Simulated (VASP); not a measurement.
# Hg (P6/mmm) in VASP: a series of runs, part 2 of 2

VASP 6.6.1. The steps go on from the part before.

## Step 3: Electric field gradients, PBEsol (zz strain of +2 %)

File INCAR:

```
PREC     = Accurate       # precision mode
ENCUT    = 520            # plane-wave cutoff, eV
EDIFF    = 1E-8           # SCF threshold, eV
ISMEAR   = -1             # smearing method
SIGMA    = 0.05           # smearing width, eV
LREAL    = F              # projectors in reciprocal space
LASPH    = T              # aspherical terms in the spheres
NELM     = 80             # most SCF steps
ALGO     = Normal         # electronic algorithm
ISIF     = 2              # what is computed and relaxed
LWAVE    = F              # write WAVECAR
LCHARG   = F              # write CHGCAR
GGA      = PS             # functional
LEFG     = T            
NBANDS   = 25             # bands
```

File KPOINTS:

```
regular mesh
0
Gamma
  8 8 9
```

File POSCAR:

```
Hg
1.0
    4.5400020208      0.0000000000      0.0000000000
   -2.2700010104      3.9317570832      0.0000000000
    0.0000000000      0.0000000000      3.9474000000
Hg
3
Direct
    0.3333333333      0.6666666667      0.5000000000
    0.0000000000      0.0000000000      0.0000000000
    0.6666666667      0.3333333333      0.5000000000
```

Potentials or basis: VASP PAW PBE potentials, release 64 (Hg).

The run is started by

```sh
$ cat potpaw_PBE.64/Hg/POTCAR > POTCAR
$ mpirun -np 1 vasp_std > vasp.out
```

OUTCAR:

```text
PREC = Accurate
   ENCUT = 520
   EDIFF = 1E-8
   ISMEAR = -1
   LREAL = F
   LASPH = T
   NELM = 80
   ISIF = 2
   GGA = PS

 ion  position               nearest neighbor table
   1  0.333  0.667  0.500-   3 2.62   3 2.62   3 2.62   2 3.28   2 3.28   2 3.28   2 3.28   2 3.28
                             2 3.28
   2  0.000  0.000  0.000-   1 3.28   3 3.28   1 3.28   3 3.28   1 3.28   1 3.28   3 3.28   3 3.28
                             3 3.28   3 3.28   1 3.28   1 3.28
   3  0.667  0.333  0.500-   1 2.62   1 2.62   1 2.62   2 3.28   2 3.28   2 3.28   2 3.28   2 3.28
                             2 3.28

  LATTYP: Found a hexagonal cell.
 ALAT       =     4.5400020208
 C/A-ratio  =     0.8694709786

  Lattice vectors:

 A1 = (   4.5400020208,   0.0000000000,   0.0000000000)
 A2 = (  -2.2700010104,   3.9317570832,   0.0000000000)
 A3 = (   0.0000000000,   0.0000000000,   3.9474000000)

Analysis of symmetry for initial positions (statically):
=====================================================================
 Subroutine PRICEL returns:
 Original cell was already a primitive cell.

 Routine SETGRP: Setting up the symmetry group for a
 hexagonal supercell.

 Subroutine GETGRP returns: Found 24 space group operations
 (whereof 24 operations were pure point group operations)
 out of a pool of 24 trial point group operations.

The static configuration has the point symmetry D_6h.

Analysis of symmetry for dynamics (positions and initial velocities):
=====================================================================
 Subroutine PRICEL returns:
 Original cell was already a primitive cell.

 Routine SETGRP: Setting up the symmetry group for a
 hexagonal supercell.

 Subroutine GETGRP returns: Found 24 space group operations
 (whereof 24 operations were pure point group operations)
 out of a pool of 24 trial point group operations.

The dynamic configuration has the point symmetry D_6h.

 Subroutine INISYM returns: Found 24 space group operations
 (whereof 24 operations are pure point group operations),
 and found     1 'primitive' translations

----------------------------------------------------------------------------------------

                                     Primitive cell

  volume of cell :      70.4618

  direct lattice vectors                    reciprocal lattice vectors
     4.540002021  0.000000000  0.000000000     0.220264219  0.127169606  0.000000000
    -2.270001010  3.931757083  0.000000000     0.000000000  0.254339212  0.000000000
     0.000000000  0.000000000  3.947400000     0.000000000  0.000000000  0.253331307

  length of vectors
     4.540002021  4.540002021  3.947400000     0.254339212  0.254339212  0.253331307

  position of ions in fractional coordinates (direct lattice)
     0.333333333  0.666666667  0.500000000
     0.000000000  0.000000000  0.000000000
     0.666666667  0.333333333  0.500000000

  ion indices of the primitive-cell ions
   primitive index   ion index
                 1           1
[... 77 lines left out ...]
   NSW    =      0    number of steps for IOM
   IBRION =     -1    ionic relax: 0-MD 1-quasi-New 2-CG
   NFREE  =      0    steps in history (QN), initial steepest desc. (CG)
   ISIF   =      2    stress and relaxation
   ISYM   =      2    0-nonsym 1-usesym 2-fastsym
   POTIM  = 0.5000    time-step for ionic-motion
   TEBEG  =    0.0;   TEEND  =   0.0 temperature during run
   PSTRESS=    0.0 pullay stress
   NELECT =      36.0000    total number of electrons
   NUPDOWN=      -1.0000    fix difference up-down
   EMIN   =  10.00;   EMAX   =-10.00  energy-range for DOS
   EFERMI =   0.00;   METHOD = LEGACY
   ISMEAR =    -1;   SIGMA  =   0.05  broadening in eV -4-tet -1-fermi 0-gaus
   EFERMI_NEDOS =   21; number of points for ismear=-14 and -15
   IALGO  =     38    algorithm
   IMIX   =      4    mixing-type and parameters
     AMIX     =   0.40;   BMIX     =  1.00
     AMIX_MAG =   1.60;   BMIX_MAG =  1.00
  volume/ion in A,a.u.               =      23.49       158.50
  Fermi-wavevector in a.u.,A,eV,Ry     =   1.308753  2.473185 23.304529  1.712835
  Thomas-Fermi vector in A             =   2.439398
   LORBIT       =      0    0 simple, 1 ext, 2 COOP (PROOUT), +10 PAW based schemes
   GGA     = PS    functional components
   LHFCALC =     F    Hartree Fock is set to
   AEXX    =    0.0000 exact exchange contribution
   IVDW    =     0    specifies the selected vdW correction
   LEPSILON=     F    determine dielectric tensor
   LRPA    =     F    only Hartree local field effects (RPA)
 non-spin polarized calculation
  energy-cutoff  :      520.00
  volume of cell :       70.46
 maximum number of plane-waves:      1953
 NGX is ok and might be reduce to    36
   NGX = 17   NGY = 17   NGZ = 15

 number of electron      36.0000006 magnetization

 Free energy of the ion-electron system (eV)
  ---------------------------------------------------
  ext. energy  EPLUGINS =         0.00000000
  ---------------------------------------------------
  free energy    TOTEN  =        -1.04584162 eV

  energy without entropy =       -1.03389375  energy(sigma->0) =       -1.03986769

 E-fermi :   2.8353     XC(G=0): -10.9946

 val. band max:        2.8305870682   @ k =   0.3750   0.1250   0.3333
 cond. band min:       2.8387608475   @ k =   0.2500   0.1250   0.3333
 fundamental gap:      0.0081737794
 Fermi energy:         2.8353337497

 k-point     1 :       0.0000    0.0000    0.0000
  band No.  band energies     occupation
      1      -7.1098      2.00000
      2      -5.3497      2.00000
      3      -5.1330      2.00000
      4      -5.1330      2.00000
      5      -4.9329      2.00000
      6      -4.9329      2.00000
[... 661 lines left out ...]
     24      11.5267      0.00000
     25      13.6548      0.00000

 [... further k-points ...]
[... 5 lines left out ...]
  --------------------------------------------------------------------------------------
  -------------------------------------------------------------------------------------
  Total        5.3789216      5.3789216     -0.3930608      0.0000000      0.0000000      0.0000000
  in kB      122.3071755    122.3071755     -8.9375079      0.0000000      0.0000000      0.0000000
  external PRESSURE =      78.5589477 kB  Pullay stress =       0.0000000 kB

 VOLUME and BASIS-vectors are now :
 -----------------------------------------------------------------------------
  energy-cutoff  :      520.00
  volume of cell :       70.46
      direct lattice vectors                 reciprocal lattice vectors
     4.540002021  0.000000000  0.000000000     0.220264219  0.127169606  0.000000000
    -2.270001010  3.931757083  0.000000000     0.000000000  0.254339212  0.000000000
     0.000000000  0.000000000  3.947400000     0.000000000  0.000000000  0.253331307

 POSITION                                       TOTAL-FORCE (eV/Angst)
 -----------------------------------------------------------------------------------
     -0.00000      2.62117      1.97370         0.000000      0.000000      0.000000
      0.00000      0.00000      0.00000        -0.000000      0.000000     -0.000000
      2.27000      1.31059      1.97370        -0.000000     -0.000000     -0.000000
 -----------------------------------------------------------------------------------
    total drift:                                0.000000     -0.000000     -0.000000

  FREE ENERGIE OF THE ION-ELECTRON SYSTEM (eV)
  ---------------------------------------------------
  free  energy   TOTEN  =        -1.0458416247 eV

  energy  without entropy=       -1.0338937533  energy(sigma->0) =       -1.03986769

 Electric field gradients (V/A^2)
---------------------------------------------------------------------
 ion       V_xx      V_yy      V_zz      V_xy      V_xz      V_yz
---------------------------------------------------------------------
   1    -168.552  -168.551   337.104     0.001     0.000    -0.000
   2     -12.116   -12.116    24.232     0.001    -0.000     0.000
   3    -168.552  -168.551   337.104     0.001     0.000    -0.000
---------------------------------------------------------------------

 Electric field gradients after diagonalization (V/A^2)
 (convention: |V_zz| > |V_xx| > |V_yy|)
----------------------------------------------------------------------
 ion       V_xx      V_yy      V_zz     asymmetry (V_yy - V_xx)/ V_zz
----------------------------------------------------------------------
   1    -168.553  -168.551   337.104       0.000
   2     -12.117   -12.115    24.232       0.000
   3    -168.553  -168.551   337.104       0.000
----------------------------------------------------------------------

           NMR quadrupolar parameters

 Cq : quadrupolar parameter    Cq=e*Q*V_zz/h
 eta: asymmetry parameters     (V_yy - V_xx)/ V_zz
 Q  : nuclear electric quadrupole moment in mb (millibarn)
----------------------------------------------------------------------
 ion       Cq(MHz)       eta       Q (mb)
----------------------------------------------------------------------
   1       0.815       0.000       1.000
   2       0.059       0.000       1.000
   3       0.815       0.000       1.000
----------------------------------------------------------------------
```

It took 2.1 min on 1 thread of Intel Xeon 8259CL, shared host; peak memory 0.22 GiB.

What came out:

```yaml
Free_energy: -1.0458 eV
Pressure: 7.9 GPa
Band_gap_on_the_k_mesh: zero (bands 18 and 19 overlap by 5.11 eV)
Largest_electric_field_gradient_by_atom: Hg +337.1, +24.2 (each value once) V/Å²
```

Electric field gradients, principal values (V/Å²):
```csv
atom,least,middle,greatest (by size)
1 Hg,-168.551,-168.553,337.104
2 Hg,-12.115,-12.117,24.232
3 Hg,-168.551,-168.553,337.104
```

Caveat: the cell differs from its parent crystal (zz strain of +2 %); the cell stands under pressure; without QUAD_EFG the Cq values of the log hold for a quadrupole moment of 1 mb, not for the nuclei; the PAW data sets were made with another functional, which shifts forces and pressure a little; spin-orbit coupling is left out, which moves the levels of the heavy elements.

## Step 4: Electric field gradients, PBEsol (zz strain of +2 %)

File INCAR:

```
SYSTEM = Hg
  PREC = Accurate
  ENCUT = 520
  EDIFF = 1E-8
  ISMEAR = -1
  SIGMA = 0.05
  LREAL = .False.
  LASPH = .True.
  NELM = 80
  ALGO = Normal
  ISIF = 2
  LWAVE = .False.
  LCHARG = .False.
  GGA = PS
  LEFG = .True.
  NBANDS = 25
```

File KPOINTS:

```
regular mesh
0
Gamma
  8 8 9
  0 0 0
```

POSCAR is that of step 3.

Potentials or basis: VASP PAW PBE potentials, release 64 (Hg).

The run is started by

```sh
$ cat potpaw_PBE.64/Hg/POTCAR > POTCAR
$ mpirun -np 1 vasp_std > vasp.out
```

OUTCAR:

```text
SYSTEM = Hg
   PREC = Accurate
   ENCUT = 520
   EDIFF = 1E-8
   ISMEAR = -1
   LREAL = .False.
   LASPH = .True.
   NELM = 80
   ISIF = 2
   GGA = PS

 ion  position               nearest neighbor table
   1  0.333  0.667  0.500-   3 2.62   3 2.62   3 2.62   2 3.28   2 3.28   2 3.28   2 3.28   2 3.28
                             2 3.28
   2  0.000  0.000  0.000-   1 3.28   3 3.28   1 3.28   3 3.28   1 3.28   1 3.28   3 3.28   3 3.28
                             3 3.28   3 3.28   1 3.28   1 3.28
   3  0.667  0.333  0.500-   1 2.62   1 2.62   1 2.62   2 3.28   2 3.28   2 3.28   2 3.28   2 3.28
                             2 3.28

  LATTYP: Found a hexagonal cell.
 ALAT       =     4.5400020208
 C/A-ratio  =     0.8694709786

  Lattice vectors:

 A1 = (   4.5400020208,   0.0000000000,   0.0000000000)
 A2 = (  -2.2700010104,   3.9317570832,   0.0000000000)
 A3 = (   0.0000000000,   0.0000000000,   3.9474000000)

Analysis of symmetry for initial positions (statically):
=====================================================================
 Subroutine PRICEL returns:
 Original cell was already a primitive cell.

 Routine SETGRP: Setting up the symmetry group for a
 hexagonal supercell.

 Subroutine GETGRP returns: Found 24 space group operations
 (whereof 24 operations were pure point group operations)
 out of a pool of 24 trial point group operations.

The static configuration has the point symmetry D_6h.

Analysis of symmetry for dynamics (positions and initial velocities):
=====================================================================
 Subroutine PRICEL returns:
[... 164 lines left out ...]
 Fermi energy:         2.8353337497

 k-point     1 :       0.0000    0.0000    0.0000
  band No.  band energies     occupation
      1      -7.1098      2.00000
      2      -5.3497      2.00000
      3      -5.1330      2.00000
      4      -5.1330      2.00000
      5      -4.9329      2.00000
      6      -4.9329      2.00000
[... 661 lines left out ...]
     24      11.5267      0.00000
     25      13.6548      0.00000

 [... further k-points ...]
[... 5 lines left out ...]
  --------------------------------------------------------------------------------------
  -------------------------------------------------------------------------------------
  Total        5.3789216      5.3789216     -0.3930608      0.0000000      0.0000000      0.0000000
  in kB      122.3071755    122.3071755     -8.9375079      0.0000000      0.0000000      0.0000000
  external PRESSURE =      78.5589477 kB  Pullay stress =       0.0000000 kB

 VOLUME and BASIS-vectors are now :
 -----------------------------------------------------------------------------
  energy-cutoff  :      520.00
  volume of cell :       70.46
      direct lattice vectors                 reciprocal lattice vectors
     4.540002021  0.000000000  0.000000000     0.220264219  0.127169606  0.000000000
    -2.270001010  3.931757083  0.000000000     0.000000000  0.254339212  0.000000000
     0.000000000  0.000000000  3.947400000     0.000000000  0.000000000  0.253331307

 POSITION                                       TOTAL-FORCE (eV/Angst)
 -----------------------------------------------------------------------------------
     -0.00000      2.62117      1.97370         0.000000      0.000000      0.000000
      0.00000      0.00000      0.00000        -0.000000      0.000000     -0.000000
      2.27000      1.31059      1.97370        -0.000000     -0.000000     -0.000000
 -----------------------------------------------------------------------------------
    total drift:                                0.000000     -0.000000     -0.000000

  FREE ENERGIE OF THE ION-ELECTRON SYSTEM (eV)
  ---------------------------------------------------
  free  energy   TOTEN  =        -1.0458416247 eV

  energy  without entropy=       -1.0338937533  energy(sigma->0) =       -1.03986769

 Electric field gradients (V/A^2)
---------------------------------------------------------------------
 ion       V_xx      V_yy      V_zz      V_xy      V_xz      V_yz
---------------------------------------------------------------------
   1    -168.552  -168.551   337.104     0.001     0.000    -0.000
   2     -12.116   -12.116    24.232     0.001    -0.000     0.000
   3    -168.552  -168.551   337.104     0.001     0.000    -0.000
---------------------------------------------------------------------

 Electric field gradients after diagonalization (V/A^2)
 (convention: |V_zz| > |V_xx| > |V_yy|)
----------------------------------------------------------------------
 ion       V_xx      V_yy      V_zz     asymmetry (V_yy - V_xx)/ V_zz
----------------------------------------------------------------------
   1    -168.553  -168.551   337.104       0.000
   2     -12.117   -12.115    24.232       0.000
   3    -168.553  -168.551   337.104       0.000
----------------------------------------------------------------------

           NMR quadrupolar parameters

 Cq : quadrupolar parameter    Cq=e*Q*V_zz/h
 eta: asymmetry parameters     (V_yy - V_xx)/ V_zz
 Q  : nuclear electric quadrupole moment in mb (millibarn)
----------------------------------------------------------------------
 ion       Cq(MHz)       eta       Q (mb)
----------------------------------------------------------------------
   1       0.815       0.000       1.000
   2       0.059       0.000       1.000
   3       0.815       0.000       1.000
----------------------------------------------------------------------
```

OSZICAR:

```text
N       E                     dE             d eps       ncg     rms          rms(c)
DAV:   1     0.297300201320E+03    0.29730E+03   -0.18785E+04  2500   0.141E+03
DAV:   2     0.636672844884E+01   -0.29093E+03   -0.27749E+03  2524   0.372E+02
DAV:   3    -0.124477408530E+01   -0.76115E+01   -0.75725E+01  2937   0.675E+01
DAV:   4    -0.126292690378E+01   -0.18153E-01   -0.18144E-01  2739   0.296E+00
DAV:   5    -0.126295743005E+01   -0.30526E-04   -0.30526E-04  2956   0.121E-01    0.102E+01
DAV:   6    -0.106874199007E+01    0.19422E+00   -0.42398E-01  2903   0.710E+00    0.716E+00
DAV:   7    -0.104832650782E+01    0.20415E-01   -0.11570E-01  2829   0.275E+00    0.227E+00
DAV:   8    -0.104581141634E+01    0.25151E-02   -0.18366E-02  2616   0.142E+00    0.192E-01
DAV:   9    -0.104580954267E+01    0.18737E-05   -0.18994E-04  2911   0.145E-01    0.617E-02
DAV:  10    -0.104584057869E+01   -0.31036E-04   -0.35497E-05  2741   0.472E-02    0.113E-02
DAV:  11    -0.104584181406E+01   -0.12354E-05   -0.69264E-06  2877   0.259E-02    0.612E-03
DAV:  12    -0.104584156859E+01    0.24547E-06   -0.12018E-06  2780   0.113E-02    0.107E-03
DAV:  13    -0.104584163030E+01   -0.61711E-07   -0.95736E-08  2772   0.335E-03    0.280E-04
DAV:  14    -0.104584162472E+01    0.55816E-08   -0.17226E-09  1398   0.331E-04
   1 F= -.10458416E+01 E0= -.10398677E+01  d E =-.119479E-01
```

stdout:

```text
POSCAR found type information on POSCAR Hg
 POSCAR found :  1 types and       3 ions
 scaLAPACK will be used
 -----------------------------------------------------------------------------
|                                                                             |
|                                                                             |
|     You enforced a specific xc type in the INCAR file but a different       |
|     I HOPE YOU KNOW WHAT YOU ARE DOING!                                     |
|                                                                             |
 -----------------------------------------------------------------------------

 LDA part: xc-table for (Slater+PW92), standard interpolation
 POSCAR, INCAR and KPOINTS ok, starting setup
 FFT: planning ... GRIDC
 FFT: planning ... GRID_SOFT
 FFT: planning ... GRID
 WAVECAR not read
 entering main loop
ion   1

ion   2

ion   3
```

Wall time 1.7 min (1 thread of Intel Xeon 8259CL, shared host); peak memory 0.22 GiB.

Results:

| Property | Result |
| --- | --- |
| Free energy | -1.0458 eV |
| Pressure | 7.9 GPa |
| Band gap on the k mesh | zero (bands 18 and 19 overlap by 5.11 eV) |
| Largest electric field gradient by atom | Hg +337.1, +24.2 (each value once) V/Å² |

Stress tensor (GPa, compression positive):
```
12.23  0.00  0.00
 0.00 12.23  0.00
 0.00  0.00 -0.89
```

Electric field gradients, principal values (V/Å²):
```csv
atom,least,middle,greatest (by size)
1 Hg,-168.551,-168.553,337.104
2 Hg,-12.115,-12.117,24.232
3 Hg,-168.551,-168.553,337.104
```

Caveat: the cell differs from its parent crystal (zz strain of +2 %); the cell stands under pressure; without QUAD_EFG the Cq values of the log hold for a quadrupole moment of 1 mb, not for the nuclei; the PAW data sets were made with another functional, which shifts forces and pressure a little; spin-orbit coupling is left out, which moves the levels of the heavy elements.
